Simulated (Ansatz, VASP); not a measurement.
**Two plane-wave programs on Hg**

```xyz
1
Lattice="-2.9931 2.9931 2.9931 2.9931 -2.9931 2.9931 2.9931 2.9931 -2.9931" Properties=species:S:1:pos:R:3 pbc="T T T"
Hg    0.0000    0.0000    0.0000
```

Alike in both runs: task single point; functional RPBE; k mesh 9 × 9 × 9; occupations fermi-dirac, width 0.1 eV; no spin polarisation.

|  | VASP | Ansatz |
| --- | --- | --- |
| version | VASP 6.6.1 | Ansatz 0.2.0 |
| potentials or method | VASP PAW PBE potentials, release 64 (Hg), cutoff 520 eV | plane waves (420 eV) with PAW, scalar-relativistic |
| valence electrons in the cell | 12 | 20 |

```csv
,VASP,Ansatz,Ansatz less VASP
pressure (GPa),0.0,0.0,+0.02
```

VASP's potentials were made for PBE, not for RPBE. With one functional, cell and mesh, what is left measures potentials, basis and numerics. VASP's potentials hold 12 valence electrons a cell and Ansatz's 20, so a difference there can come from the potentials and not from the codes.

Neither program's run includes spin-orbit coupling.
